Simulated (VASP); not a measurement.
Fe, 1 atom in the cell. It takes space group Fm-3m (No. 225, cubic). Conventional cell: a = 3.679 Å, b = 3.679 Å, c = 3.679 Å, α = 90.00°, β = 90.00°, γ = 90.00°. Fe (site symmetry m-3m) has 12 Fe at 2.60 Å within 3.4 Å. 

* Program: VASP 6.6.1
* Task: single point
* Functional: PBE
* Potentials or basis: VASP PAW PBE potentials, release 64 (Fe)
* Cutoff: 520 eV
* k mesh: 12 × 12 × 12
* Occupations: fermi-dirac, width 0.1 eV
* Spin: collinear spin, ferromagnetic start
* Starting moments: [1.73] μB
* Fixed moment: 1.73 μB
* Dipole correction: no
* Further INCAR settings: ALGO = Normal; EDIFF = 1e-07; NBANDS = 14

Potentials or basis: VASP PAW PBE potentials, release 64 (Fe).

The run is started by

```sh
$ cat potpaw_PBE.64/Fe/POTCAR > POTCAR
$ mpirun -np 1 vasp_std > vasp.out
```

Hardware: 1 thread of Intel(R) Xeon(R) 6975P-C (Granite Rapids), with other jobs on the host.

Question: Estimate the wall time of this run.

Answer: It took 14 s on 1 thread of Intel(R) Xeon(R) 6975P-C (Granite Rapids), with other jobs on the host, peak memory 0.14 GiB. Counts: scf iterations 15, k points 72.
